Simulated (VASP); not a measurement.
# In7O (F-43m) in VASP: further runs, part 2 of 2

VASP 6.6.1.

### Step 4. Relaxation of cell and atoms, PBE

This run uses another cell than the first one, of 27.61 Å³/atom.

Input file INCAR:

```
SYSTEM = In7O
PREC = Accurate ; ENCUT = 600
EDIFF = 1E-7 ; ISMEAR = 0
SIGMA = 0.2 ; LREAL = .False.
LASPH = .True. ; NELM = 120
ALGO = Normal ; ISIF = 3
LWAVE = .False. ; LCHARG = .False.
GGA = PE ; IBRION = 2
NSW = 36 ; EDIFFG = -0.08
GGA_COMPAT = .False. ; NELMIN = 4
```

Input file KPOINTS:

```
Automatic mesh
0
Gamma
  3 3 3
  0 0 0
```

Input file POSCAR:

```
In7O
1.0
    0.0000000000      4.7976809900      4.7976809900
    4.7976809900      0.0000000000      4.7976809900
    4.7976809900      4.7976809900      0.0000000000
In O
7 1
Direct
    0.2348780300      0.7651219700      0.7651219700
    0.7651219700      0.2348780300      0.2348780300
    0.7651219700      0.2348780300      0.7651219700
    0.2348780300      0.7651219700      0.2348780300
    0.7651219700      0.7651219700      0.2348780300
    0.2348780300      0.2348780300      0.7651219700
    0.2500000000      0.2500000000      0.2500000000
    0.0000000000      0.0000000000      0.0000000000
```

Command:

```bash
$ cat potpaw_PBE.64/In_d/POTCAR potpaw_PBE.64/O/POTCAR > POTCAR
$ mpirun -np 1 vasp_std > vasp.out
```

Run time: 12 min. Hardware: 1 thread of AMD EPYC 7R13 (Zen 3), shared host; peak memory 0.41 GiB.

The run converged. Its results:

* Free energy: -23.7457 eV
* Relaxed volume: 28.41 Å³/atom
* Relaxed cell: a = 6.850 Å, b = 6.850 Å, c = 6.850 Å, α = 60.00°, β = 60.00°, γ = 60.00°
* Space group after relaxing (to 0.1 Å): F-43m (No. 216)
* Energy gained by relaxing: 118.2 meV/atom
* Ionic steps: 8
* Pressure after relaxing: -0.1 GPa
* Largest force after relaxing: 0.037 eV/Å
* Band gap on the k mesh: zero (an odd number of electrons rules out a gap without spin polarisation)

Forces in eV/Å, atoms in the order of the input:
```
In   0.037  0.000  0.000
In  -0.037  0.000  0.000
In   0.000  0.037  0.000
In   0.000 -0.037  0.000
In   0.000  0.000  0.037
In   0.000  0.000 -0.037
In   0.000  0.000  0.000
O    0.000  0.000  0.000
```

Step by step:
| step | energy change (eV) | largest force (eV/Å) | pressure (GPa) | volume (Å³) |
| --- | --- | --- | --- | --- |
| 1 | 0.0000 | 1.7608 | 5.11 | 220.86 |
| 2 | -0.7255 | 0.2686 | -1.42 | 250.22 |
| 3 | -0.7323 | 0.3705 | -0.97 | 247.06 |
| 4 | -0.8052 | 0.3371 | -0.78 | 241.96 |
| 5 | -0.9350 | 0.1617 | 0.23 | 227.09 |
| 6 | -0.9378 | 0.0893 | 0.61 | 223.30 |
| 7 | -0.9387 | 0.1139 | 0.48 | 224.48 |
| 8 | -0.9458 | 0.0369 | -0.11 | 227.29 |

Final structure:
```
CELL_PARAMETERS angstrom
0.00000 4.84376 4.84376
4.84376 0.00000 4.84376
4.84376 4.84376 0.00000
ATOMIC_POSITIONS crystal
In 0.25443 0.74557 0.74557
In 0.74557 0.25443 0.25443
In 0.74557 0.25443 0.74557
In 0.25443 0.74557 0.25443
In 0.74557 0.74557 0.25443
In 0.25443 0.25443 0.74557
In 0.25000 0.25000 0.25000
O 0.00000 0.00000 0.00000
```

Levels at points of the mesh, in eV from the Fermi level:
| k point | band 46 | band 47 | band 48 | band 49 | band 50 | band 51 | band 52 | band 53 |
| --- | --- | --- | --- | --- | --- | --- | --- | --- |
| (0.00, 0.00, 0.00) | -2.03 | -2.03 | -1.90 | -1.90 | -0.71 | 0.76 | 0.76 | 0.76 |

Caveat: the k points lie up to 0.37 Å⁻¹ apart in the final cell, too coarse for converged energies and pressures of a metal; spin-orbit coupling is left out, which moves the levels of the heavy elements; an odd number of electrons without spin polarisation forces a metal; a magnetic or distorted state may lie lower; the relaxation stopped at a loose force limit of 0.08 eV/Å, so its end isn't a converged minimum.

### Step 5. Single point, PBE

This run uses another cell than the first one, of 28.06 Å³/atom.

Input file INCAR:

```
SYSTEM = In7O
PREC = Accurate ; ENCUT = 600
EDIFF = 1E-6 ; ISMEAR = 0
SIGMA = 0.1 ; LREAL = .FALSE.
LASPH = .TRUE. ; NELM = 120
ALGO = Normal ; ISIF = 2
LWAVE = .FALSE. ; LCHARG = .TRUE.
GGA = PE ; LELF = .TRUE.
LVHAR = .TRUE. ; NBANDS = 58
GGA_COMPAT = .FALSE.
```

Input file KPOINTS:

```
regular mesh
0
G
  6 6 6
  0 0 0
```

Input file POSCAR:

```
In7O
1.0
    0.0000000000      4.8234802009      4.8234802009
    4.8234802009      0.0000000000      4.8234802009
    4.8234802009      4.8234802009      0.0000000000
In O
7 1
Direct
    0.2548006676      0.7451993324      0.7451993324
    0.7451993324      0.2548006676      0.2548006676
    0.7451993324      0.7451993324      0.2548006676
    0.2548006676      0.2548006676      0.7451993324
    0.2548006676      0.7451993324      0.2548006676
    0.7451993324      0.2548006676      0.7451993324
    0.7500000000      0.7500000000      0.7500000000
    0.0000000000      0.0000000000      0.0000000000
```

Potentials or basis: VASP PAW PBE potentials, release 64 (In_d, O).

Command:

```bash
$ cat potpaw_PBE.64/In_d/POTCAR potpaw_PBE.64/O/POTCAR > POTCAR
$ mpirun -np 1 vasp_std > vasp.out
```

OUTCAR:

```text
SYSTEM = In7O
   PREC = Accurate
   ENCUT = 600
   EDIFF = 1E-6
   ISMEAR = 0
   LREAL = .FALSE.
   LASPH = .TRUE.
   NELM = 120
   ISIF = 2
   GGA = PE

 ion  position               nearest neighbor table
   1  0.255  0.745  0.745-   8 2.46   4 3.35   5 3.35   6 3.35   3 3.35   7 3.41   7 3.41   5 3.48
                             6 3.48   3 3.48   4 3.48
   2  0.745  0.255  0.255-   8 2.46   4 3.35   5 3.35   6 3.35   3 3.35   7 3.41   7 3.41   6 3.48
                             5 3.48   3 3.48   4 3.48
   3  0.745  0.745  0.255-   8 2.46   2 3.35   5 3.35   6 3.35   1 3.35   7 3.41   7 3.41   6 3.48
                             5 3.48   1 3.48   2 3.48
   4  0.255  0.255  0.745-   8 2.46   2 3.35   5 3.35   6 3.35   1 3.35   7 3.41   7 3.41   5 3.48
[... 1185 lines left out ...]
  in kB        0.4990063      0.4990063      0.4990063     -0.0000000     -0.0000000     -0.0000000
  external PRESSURE =       0.4990063 kB  Pullay stress =       0.0000000 kB

 VOLUME and BASIS-vectors are now :
 -----------------------------------------------------------------------------
  energy-cutoff  :      600.00
  volume of cell :      224.45
      direct lattice vectors                 reciprocal lattice vectors
     0.000000000  4.823480201  4.823480201    -0.103659594  0.103659594  0.103659594
     4.823480201  0.000000000  4.823480201     0.103659594 -0.103659594  0.103659594
     4.823480201  4.823480201  0.000000000     0.103659594  0.103659594 -0.103659594

 POSITION                                       TOTAL-FORCE (eV/Angst)
 -----------------------------------------------------------------------------------
      7.18891      4.82348      4.82348        -0.016252      0.000000     -0.000000
      2.45805      4.82348      4.82348         0.016252      0.000000     -0.000000
      4.82348      4.82348      7.18891         0.000000      0.000000     -0.016252
      4.82348      4.82348      2.45805         0.000000      0.000000      0.016252
      4.82348      2.45805      4.82348         0.000000      0.016252     -0.000000
      4.82348      7.18891      4.82348         0.000000     -0.016252     -0.000000
      7.23522      7.23522      7.23522         0.000000      0.000000     -0.000000
      0.00000      0.00000      0.00000         0.000000      0.000000      0.000000
 -----------------------------------------------------------------------------------
    total drift:                                0.000000      0.000000      0.000000

  FREE ENERGIE OF THE ION-ELECTRON SYSTEM (eV)
  ---------------------------------------------------
  free  energy   TOTEN  =       -23.8206631386 eV

  energy  without entropy=      -23.8035361710  energy(sigma->0) =      -23.81209965
```

OSZICAR:

```text
N       E                     dE             d eps       ncg     rms          rms(c)
DAV:   1     0.110487692910E+04    0.11049E+04   -0.48839E+04  1856   0.240E+03
DAV:   2     0.143216122454E+03   -0.96166E+03   -0.94150E+03  1856   0.601E+02
DAV:   3    -0.103858510989E+02   -0.15360E+03   -0.14660E+03  2050   0.236E+02
[... 11 lines left out ...]
DAV:  15    -0.238206613581E+02    0.12907E-03   -0.69975E-04  2666   0.175E-01    0.332E-02
DAV:  16    -0.238206602650E+02    0.10931E-05   -0.12002E-04  2108   0.688E-02    0.156E-02
DAV:  17    -0.238206626946E+02   -0.24296E-05   -0.26186E-05  1694   0.194E-02    0.156E-02
DAV:  18    -0.238206623549E+02    0.33967E-06   -0.12149E-05  1910   0.150E-02    0.115E-02
DAV:  19    -0.238206631386E+02   -0.78363E-06   -0.54867E-06  1530   0.123E-02
   1 F= -.23820663E+02 E0= -.23812100E+02  d E =-.171270E-01
```

stdout:

```text
POSCAR found type information on POSCAR InO
 POSCAR found :  2 types and       8 ions
 scaLAPACK will be used
 LDA part: xc-table for (Slater+PW92), standard interpolation
 POSCAR, INCAR and KPOINTS ok, starting setup
 FFT: planning ... GRIDC
 FFT: planning ... GRID_SOFT
 FFT: planning ... GRID
 WAVECAR not read
 entering main loop
```

Run time: 6.3 min. Hardware: 1 thread of AMD EPYC 7R13 (Zen 3), shared host; peak memory 0.47 GiB.

What came out:

* Free energy: -23.8207 eV
* Pressure: 0.0 GPa
* Largest force: 0.016 eV/Å
* Band gap on the k mesh: zero (an odd number of electrons rules out a gap without spin polarisation)

Forces on the atoms (eV/Å):
```
In  -0.016  0.000  0.000
In   0.016  0.000  0.000
In   0.000  0.000 -0.016
In   0.000  0.000  0.016
In   0.000  0.016  0.000
In   0.000 -0.016  0.000
In   0.000  0.000  0.000
O    0.000  0.000  0.000
```

Caveat: spin-orbit coupling is left out, which moves the levels of the heavy elements; an odd number of electrons without spin polarisation forces a metal; a magnetic or distorted state may lie lower.

### Step 6. The runs side by side

```csv
task,cell,k mesh,smearing,gap on the mesh (eV),pressure (GPa),relaxed volume (Å³/atom),largest force (eV/Å)
single point,"a = 6.873 Å, angles 60.0°, 8 atoms, atomic positions A",3 × 3 × 3,gaussian 0.2 eV,none,-0.3,-,0.04
relaxation of cell and atoms,"relaxed from a = 6.557 Å, angles 60.0°, 8 atoms, atomic positions B",3 × 3 × 3,gaussian 0.2 eV,none,0.3,24.99,0.07
relaxation of cell and atoms,"relaxed from a = 6.785 Å, angles 60.0°, 8 atoms, atomic positions C",3 × 3 × 3,gaussian 0.2 eV,none,-0.1,28.41,0.04
single point,"a = 6.821 Å, angles 60.0°, 8 atoms, atomic positions D",6 × 6 × 6,gaussian 0.1 eV,none,0.0,-,0.02
```

Alike in all rows: level PBE; potentials or basis VASP PAW PBE potentials, release 64 (In_d, O); no spin polarisation; cutoff (eV) 600.

Caveats: some runs use coarse meshes; spin-orbit coupling is left out, which moves the levels of the heavy elements; an odd number of electrons without spin polarisation forces a metal; a magnetic or distorted state may lie lower; the relaxation stopped at a loose force limit of 0.08 eV/Å, so its end isn't a converged minimum (at least some runs).

Absolute energies hang on the potentials; compare differences alone.
